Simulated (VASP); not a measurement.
# AlN (rocksalt type) (Fm-3m) in VASP: further runs

Runs on AlN (rocksalt type). Level: PBE. Tasks: single point.

Program: VASP 6.6.1. These are calculated values, not measurements. Logs are shortened: lines on timing, memory, paths and dates and some standing lists are left out, and cuts for length are marked.

## 1. The cell of the first run

The structure is cubic, space group Fm-3m (No. 225). The conventional cell has a = 3.473 Å, b = 3.473 Å, c = 3.473 Å, α = 90.00°, β = 90.00°, γ = 90.00°. Within 2.3 Å of Al (site symmetry m-3m) lie 6 N at 1.74 Å. Within 2.3 Å of N (site symmetry m-3m) lie 6 Al at 1.74 Å.

## 2. Single point, PBE

INCAR reads:

```
SYSTEM = AlN
PREC = Accurate
ENCUT = 520
EDIFF = 1E-6
ISMEAR = -1
SIGMA = 0.1
LREAL = .False.
LASPH = .True.
NELM = 80
ALGO = Normal
ISIF = 2
LWAVE = .False.
LCHARG = .False.
GGA = PE
NBANDS = 11
```

KPOINTS reads:

```
regular mesh
0
Gamma
  18 18 18
  0 0 0
```

POSCAR reads:

```
AlN
1.0
    0.0000000000      1.7365551630      1.7365551630
    1.7365551630      0.0000000000      1.7365551630
    1.7365551630      1.7365551630      0.0000000000
Al N
1 1
Direct
    0.0000000000      0.0000000000      0.0000000000
    0.5000000000      0.5000000000      0.5000000000
```

Potentials or basis: VASP PAW PBE potentials, release 64 (Al, N).

The run is started by

```bash
$ cat potpaw_PBE.64/Al/POTCAR potpaw_PBE.64/N/POTCAR > POTCAR
$ mpirun -np 1 vasp_std > vasp.out
```

OUTCAR:

```text
SYSTEM = AlN
   PREC = Accurate
   ENCUT = 520
   EDIFF = 1E-6
   ISMEAR = -1
   LREAL = .False.
   LASPH = .True.
   NELM = 80
   ISIF = 2
   GGA = PE

 ion  position               nearest neighbor table
   1  0.000  0.000  0.000-   2 1.74   2 1.74   2 1.74   2 1.74   2 1.74   2 1.74
   2  0.500  0.500  0.500-   1 1.74   1 1.74   1 1.74   1 1.74   1 1.74   1 1.74

  LATTYP: Found a face centered cubic cell.
 ALAT       =     3.4731103260

  Lattice vectors:

 A1 = (   0.0000000000,   1.7365551630,   1.7365551630)
 A2 = (   1.7365551630,   0.0000000000,   1.7365551630)
 A3 = (   1.7365551630,   1.7365551630,   0.0000000000)

Analysis of symmetry for initial positions (statically):
=====================================================================
 Subroutine PRICEL returns:
 Original cell was already a primitive cell.

 Routine SETGRP: Setting up the symmetry group for a
 face centered cubic supercell.

 Subroutine GETGRP returns: Found 48 space group operations
 (whereof 48 operations were pure point group operations)
 out of a pool of 48 trial point group operations.

The static configuration has the point symmetry O_h .

Analysis of symmetry for dynamics (positions and initial velocities):
=====================================================================
 Subroutine PRICEL returns:
 Original cell was already a primitive cell.

 Routine SETGRP: Setting up the symmetry group for a
 face centered cubic supercell.

 Subroutine GETGRP returns: Found 48 space group operations
 (whereof 48 operations were pure point group operations)
 out of a pool of 48 trial point group operations.

The dynamic configuration has the point symmetry O_h .

 Subroutine INISYM returns: Found 48 space group operations
 (whereof 48 operations are pure point group operations),
 and found     1 'primitive' translations

----------------------------------------------------------------------------------------

                                     Primitive cell

  volume of cell :      10.4736

  direct lattice vectors                    reciprocal lattice vectors
     0.000000000  1.736555163  1.736555163    -0.287926356  0.287926356  0.287926356
     1.736555163  0.000000000  1.736555163     0.287926356 -0.287926356  0.287926356
     1.736555163  1.736555163  0.000000000     0.287926356  0.287926356 -0.287926356

  length of vectors
     2.455859863  2.455859863  2.455859863     0.498703077  0.498703077  0.498703077

  position of ions in fractional coordinates (direct lattice)
     0.000000000  0.000000000  0.000000000
     0.500000000  0.500000000  0.500000000

  ion indices of the primitive-cell ions
   primitive index   ion index
                 1           1
                 2           2

----------------------------------------------------------------------------------------

 KPOINTS: regular mesh

Automatic generation of k-mesh.
 Grid dimensions read from file:
 generate k-points for:   18   18   18

 Generating k-lattice:

  Cartesian coordinates                     Fractional coordinates (reciprocal lattice)
    -0.015995909  0.015995909  0.015995909     0.055555556  0.000000000  0.000000000
     0.015995909 -0.015995909  0.015995909     0.000000000  0.055555556  0.000000000
     0.015995909  0.015995909 -0.015995909     0.000000000  0.000000000  0.055555556

  Length of vectors
     0.027705727  0.027705727  0.027705727

  Shift w.r.t. Gamma in fractional coordinates (k-lattice)
     0.000000000  0.000000000  0.000000000

 Subroutine IBZKPT returns following result:
 ===========================================

 Found    195 irreducible k-points:

 Following reciprocal coordinates:
            Coordinates               Weight
  0.000000  0.000000  0.000000      1.000000
  0.055556  0.000000  0.000000      8.000000
  0.111111  0.000000  0.000000      8.000000
  0.166667  0.000000  0.000000      8.000000
  0.222222  0.000000  0.000000      8.000000
  0.277778  0.000000  0.000000      8.000000
[... 16 lines left out ...]
 -0.277778  0.055556  0.000000     24.000000
 -0.222222  0.055556  0.000000     24.000000
 [... further k-points ...]
   k-points           NKPTS =    195   k-points in BZ     NKDIM =    195   number of bands    NBANDS=     11
   number of dos      NEDOS =    301   number of ions     NIONS =      2
   total plane-waves  NPLWV =   5832
   dimension x,y,z NGX =    18 NGY =   18 NGZ =   18
   dimension x,y,z NGXF=    36 NGYF=   36 NGZF=   36
   ions per type =               1   1
   NGX,Y,Z   is equivalent  to a cutoff of  12.18, 12.18, 12.18 a.u.
   NGXF,Y,Z  is equivalent  to a cutoff of  24.37, 24.37, 24.37 a.u.
 SYSTEM =  AlN
   PREC   = accura    normal or accurate (medium, high low for compatibility)
   ISTART =      0    job   : 0-new  1-cont  2-samecut
   ICHARG =      2    charge: 1-file 2-atom 10-const
   ISPIN  =      1    spin polarized calculation?
   LNONCOLLINEAR =      F non collinear calculations
   LSORBIT =      F    spin-orbit coupling
   LASPH  =      T    aspherical Exc in radial PAW
   ENCUT  =  520.0 eV  38.22 Ry    6.18 a.u.   4.57  4.57  4.57*2*pi/ulx,y,z
   NELM   =     80;   NELMIN=  2; NELMDL= -5     # of ELM steps
   EDIFF  = 0.1E-05   stopping-criterion for ELM
   LREAL  =      F    real-space projection
   EDIFFG = 0.1E-04   stopping-criterion for IOM
   NSW    =      0    number of steps for IOM
   IBRION =     -1    ionic relax: 0-MD 1-quasi-New 2-CG
   NFREE  =      0    steps in history (QN), initial steepest desc. (CG)
   ISIF   =      2    stress and relaxation
   ISYM   =      2    0-nonsym 1-usesym 2-fastsym
   POTIM  = 0.5000    time-step for ionic-motion
   TEBEG  =    0.0;   TEEND  =   0.0 temperature during run
   PSTRESS=    0.0 pullay stress
   NELECT =       8.0000    total number of electrons
   NUPDOWN=      -1.0000    fix difference up-down
   EMIN   =  10.00;   EMAX   =-10.00  energy-range for DOS
   EFERMI =   0.00;   METHOD = LEGACY
   ISMEAR =    -1;   SIGMA  =   0.10  broadening in eV -4-tet -1-fermi 0-gaus
   EFERMI_NEDOS =   21; number of points for ismear=-14 and -15
   IALGO  =     38    algorithm
   IMIX   =      4    mixing-type and parameters
     AMIX     =   0.40;   BMIX     =  1.00
     AMIX_MAG =   1.60;   BMIX_MAG =  1.00
  volume/ion in A,a.u.               =       5.24        35.34
  Fermi-wavevector in a.u.,A,eV,Ry     =   1.496487  2.827950 30.469879  2.239473
  Thomas-Fermi vector in A             =   2.608497
   LORBIT       =      0    0 simple, 1 ext, 2 COOP (PROOUT), +10 PAW based schemes
   GGA     = PE    functional components
   LHFCALC =     F    Hartree Fock is set to
   AEXX    =    0.0000 exact exchange contribution
   IVDW    =     0    specifies the selected vdW correction
   LEPSILON=     F    determine dielectric tensor
   LRPA    =     F    only Hartree local field effects (RPA)
 non-spin polarized calculation
  energy-cutoff  :      520.00
  volume of cell :       10.47
 maximum number of plane-waves:       295
   NGX =  9   NGY =  9   NGZ =  9

 number of electron       7.9999996 magnetization

 Free energy of the ion-electron system (eV)
  ---------------------------------------------------
  ext. energy  EPLUGINS =         0.00000000
  ---------------------------------------------------
  free energy    TOTEN  =       -10.45156137 eV

  energy without entropy =      -10.45156137  energy(sigma->0) =      -10.45156137

 E-fermi :  19.1138     XC(G=0): -14.6055

 val. band max:       17.1931008567   @ k =   0.0000   0.0000   0.0000
 cond. band min:      21.1541422873   @ k =   0.5000   0.5000   0.0000
 fundamental gap:      3.9610414306
 Fermi energy:        19.1137572957

 k-point     1 :       0.0000    0.0000    0.0000
  band No.  band energies     occupation
      1      -5.2504      2.00000
      2      17.1931      2.00000
      3      17.1931      2.00000
      4      17.1931      2.00000
      5      30.6300      0.00000
      6      30.6300      0.00000
      7      30.6300      0.00000
      8      31.1267      0.00000
      9      37.2011      0.00000
     10      38.4933      0.00000
     11      38.4933      0.00000

 k-point     2 :       0.0556    0.0000    0.0000
  band No.  band energies     occupation
      1      -5.1560      2.00000
      2      16.8034      2.00000
      3      17.1054      2.00000
      4      17.1054      2.00000
      5      30.1837      0.00000
      6      30.8085      0.00000
      7      30.8085      0.00000
      8      31.3178      0.00000
      9      38.1071      0.00000
     10      38.2755      0.00000
     11      38.2755      0.00000

 k-point     3 :       0.1111    0.0000    0.0000
  band No.  band energies     occupation
      1      -4.8748      2.00000
      2      15.7325      2.00000
      3      16.8629      2.00000
      4      16.8629      2.00000
      5      29.2782      0.00000
      6      31.2965      0.00000
      7      31.2965      0.00000
      8      31.8936      0.00000
      9      37.8119      0.00000
     10      37.8119      0.00000
     11      40.2071      0.00000

 k-point     4 :       0.1667    0.0000    0.0000
  band No.  band energies     occupation
      1      -4.4122      2.00000
      2      14.2002      2.00000
      3      16.5158      2.00000
      4      16.5158      2.00000
      5      28.4155      0.00000
      6      31.9440      0.00000
      7      31.9440      0.00000
      8      32.7224      0.00000
      9      37.4573      0.00000
     10      37.4573      0.00000
     11      42.3170      0.00000
[... 239 lines left out ...]
 k-point    22 :      -0.3333    0.0556    0.0000
  band No.  band energies     occupation
      1      -1.6841      2.00000
      2       8.2621      2.00000
      3      14.8429      2.00000
      4      15.3801      2.00000
      5      27.0657      0.00000
      6      32.3726      0.00000
      7      32.6847      0.00000
      8      35.7672      0.00000
      9      39.2453      0.00000
     10      41.1061      0.00000
     11      42.3712      0.00000

 k-point    23 :      -0.2778    0.0556    0.0000
  band No.  band energies     occupation
      1      -2.6210      2.00000
      2      10.0050      2.00000
      3      15.1230      2.00000
      4      15.7257      2.00000
      5      27.3260      0.00000
      6      32.4938      0.00000
      7      32.7239      0.00000
      8      35.0606      0.00000
      9      37.7311      0.00000
     10      39.8039      0.00000
     11      42.6861      0.00000

 k-point    24 :      -0.2222    0.0556    0.0000
  band No.  band energies     occupation
      1      -3.4523      2.00000
      2      11.8281      2.00000
      3      15.4833      2.00000
      4      16.1143      2.00000
      5      27.7082      0.00000
      6      32.3332      0.00000
      7      32.5362      0.00000
      8      34.3856      0.00000
      9      36.7949      0.00000
     10      38.6968      0.00000
     11      43.1318      0.00000

 [... further k-points ...]
[... 5 lines left out ...]
  --------------------------------------------------------------------------------------
  -------------------------------------------------------------------------------------
  Total       19.8609730     19.8609730     19.8609730     -0.0000000     -0.0000000      0.0000000
  in kB     3038.1929807   3038.1929807   3038.1929807     -0.0000000     -0.0000000      0.0000000
  external PRESSURE =    3038.1929807 kB  Pullay stress =       0.0000000 kB

 VOLUME and BASIS-vectors are now :
 -----------------------------------------------------------------------------
  energy-cutoff  :      520.00
  volume of cell :       10.47
      direct lattice vectors                 reciprocal lattice vectors
     0.000000000  1.736555163  1.736555163    -0.287926356  0.287926356  0.287926356
     1.736555163  0.000000000  1.736555163     0.287926356 -0.287926356  0.287926356
     1.736555163  1.736555163  0.000000000     0.287926356  0.287926356 -0.287926356

 POSITION                                       TOTAL-FORCE (eV/Angst)
 -----------------------------------------------------------------------------------
      0.00000      0.00000      0.00000         0.000000     -0.000000      0.000000
      1.73656      1.73656      1.73656        -0.000000      0.000000     -0.000000
 -----------------------------------------------------------------------------------
    total drift:                               -0.000000     -0.000000     -0.000000

  FREE ENERGIE OF THE ION-ELECTRON SYSTEM (eV)
  ---------------------------------------------------
  free  energy   TOTEN  =       -10.4515613651 eV

  energy  without entropy=      -10.4515613651  energy(sigma->0) =      -10.45156137
```

Run time: 24 s. Hardware: 1 thread of Intel Xeon 8259CL, shared host; peak memory 0.13 GiB.

Results:

```yaml
Free_energy: -10.4516 eV
Pressure: 303.8 GPa
Band_gap_on_the_k_mesh: 3.96 eV (least direct gap 8.12 eV)
```

Levels at points of the mesh, in eV from the valence-band top:
| k point | band 1 | band 2 | band 3 | band 4 | band 5 | band 6 | band 7 | band 8 | band 9 |
| --- | --- | --- | --- | --- | --- | --- | --- | --- | --- |
| (0.00, 0.00, 0.00) | -22.44 | 0.00 | 0.00 | 0.00 | 13.44 | 13.44 | 13.44 | 13.93 | 20.01 |
| (0.50, 0.00, 0.00) | -17.05 | -11.84 | -2.26 | -2.26 | 9.32 | 15.19 | 15.19 | 19.38 | 24.08 |
| (0.50, 0.50, 0.00) | -15.41 | -10.95 | -4.16 | -4.16 | 3.96 | 10.03 | 20.54 | 25.77 | 25.77 |

Caveat: the cell stands under pressure. A k mesh can miss the band edges.

## 3. Single point, PBE

INCAR reads:

```
SYSTEM = AlN
ALGO = Normal
EDIFF = 1E-6
ENCUT = 520
GGA = PE
ISIF = 2
ISMEAR = -1
LASPH = .TRUE.
LCHARG = .FALSE.
LREAL = .FALSE.
LWAVE = .FALSE.
NBANDS = 11
NELM = 60
PREC = Accurate
SIGMA = 0.1
```

KPOINTS reads:

```
k-points
0
G
  18 18 18
  0 0 0
```

POSCAR reads:

```
AlN
1.0
    0.0000000000      1.7373315227      1.7373315227
    1.7373315227      0.0000000000      1.7373315227
    1.7373315227      1.7373315227      0.0000000000
Al N
1 1
Direct
    0.0000000000      0.0000000000      0.0000000000
    0.5000000000      0.5000000000      0.5000000000
```

Potentials or basis: VASP PAW PBE potentials, release 64 (Al, N).

The run is started by

```bash
$ cat potpaw_PBE.64/Al/POTCAR potpaw_PBE.64/N/POTCAR > POTCAR
$ mpirun -np 1 vasp_std > vasp.out
```

It took 24 s on 1 thread of Intel Xeon 8259CL, shared host; peak memory 0.13 GiB.

Results (log left out):

```
Free energy            : -10.4782 eV
Pressure               : 302.2 GPa
Band gap on the k mesh : 3.97 eV (least direct gap 8.12 eV)
```

Levels at points of the mesh, in eV from the valence-band top:
| k point | band 1 | band 2 | band 3 | band 4 | band 5 | band 6 | band 7 | band 8 |
| --- | --- | --- | --- | --- | --- | --- | --- | --- |
| (0.00, 0.00, 0.00) | -22.43 | 0.00 | 0.00 | 0.00 | 13.43 | 13.43 | 13.43 | 13.90 |
| (0.50, 0.00, 0.00) | -17.04 | -11.83 | -2.26 | -2.26 | 9.31 | 15.18 | 15.18 | 19.37 |
| (0.50, 0.50, 0.00) | -15.40 | -10.94 | -4.15 | -4.15 | 3.97 | 10.01 | 20.52 | 25.74 |

Caveat: the cell stands under pressure.
